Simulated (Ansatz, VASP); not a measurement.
Zn2Cd3Se: VASP beside Ansatz

Contents of INCAR:

```
PREC = Accurate
ENCUT = 600
EDIFF = 1E-7
ISMEAR = 0
SIGMA = 0.1
LREAL = F
LASPH = T
NELM = 80
ALGO = Fast
ISIF = 3
LWAVE = F
LCHARG = F
GGA = PE
IBRION = 2
NSW = 100
EDIFFG = -0.01
```

File KPOINTS:

```
regular mesh
0
Gamma
  8 8 4
```

POSCAR

```
Zn2Cd3Se
1.0
    4.1101603972      0.0000000000      0.0000000000
    0.0000000000      4.1101603972      0.0000000000
    0.0000000000      0.0000000000      7.7018298484
Zn Cd Se
2 3 1
Direct
    0.5000000000      0.0000000000      0.7210686525
    0.0000000000      0.5000000000      0.2789313475
    0.5000000000      0.0000000000      0.3669379177
    0.0000000000      0.5000000000      0.6330620823
    0.0000000000      0.0000000000      0.0000000000
    0.5000000000      0.5000000000      0.0000000000
```

Input for Ansatz:

```yaml
crystal:
  lattice:
    - [4.1101603972, 0.0, 0.0]
    - [0.0, 4.1101603972, 0.0]
    - [0.0, 0.0, 7.7018298484]
  atoms:
    - { symbol: Zn, position: [0.5, 0.0, 0.7210686525] }
    - { symbol: Zn, position: [0.0, 0.5, 0.2789313475] }
    - { symbol: Cd, position: [0.5, 0.0, 0.3669379177] }
    - { symbol: Cd, position: [0.0, 0.5, 0.6330620823] }
    - { symbol: Cd, position: [0.0, 0.0, 0.0] }
    - { symbol: Se, position: [0.5, 0.5, 0.0] }
basis:
  ecutwfc: 420
kpoints:
  mp_grid: { grid: [8, 8, 4] }
hamiltonian:
  xc: pbe
scf:
  occupations: { method: gaussian, width: 0.1 }
output:
  forces: true
  stress: true
  eigenvalues: true
  write_density: true
  write_potential: true
  elf: true
  volumetric_format: npy
relax:
  adjacent_minimum: "off"
  f_tol: 0.01
  max_steps: 80
  cell: { stress_tol: 0.05 }
```

Change from the starting cell: species swapped into the Hf2SiAs3 type (P-4m2, No. 115).

Alike in both runs: task relaxation of cell and atoms; functional PBE; k mesh 8 × 8 × 4; occupations gaussian, width 0.1 eV; no spin polarisation.

|  | VASP | Ansatz |
| --- | --- | --- |
| version | VASP 6.6.1 | Ansatz 0.2.0 |
| potentials or method | VASP PAW PBE potentials, release 64 (Zn, Cd, Se), cutoff 600 eV | scalar-relativistic, plane waves, PAW |
| valence electrons in the cell | 66 | 100 |

|  | VASP | Ansatz | Ansatz less VASP |
| --- | --- | --- | --- |
| gap on the k mesh at the Fermi level, each at its own relaxed structure (eV) | none | none | - |
| relaxed volume (Å³/atom) | 22.10 | 22.01 | -0.087 |
| relaxed length of the cell vector where the two differ most in proportion (Å) | 8.127 | 8.108 | -0.0186 |

A gap of «none» marks a metal or a gap that the smearing closes. VASP's potentials hold 66 valence electrons a cell and Ansatz's 100, so a difference there can come from the potentials and not from the codes.
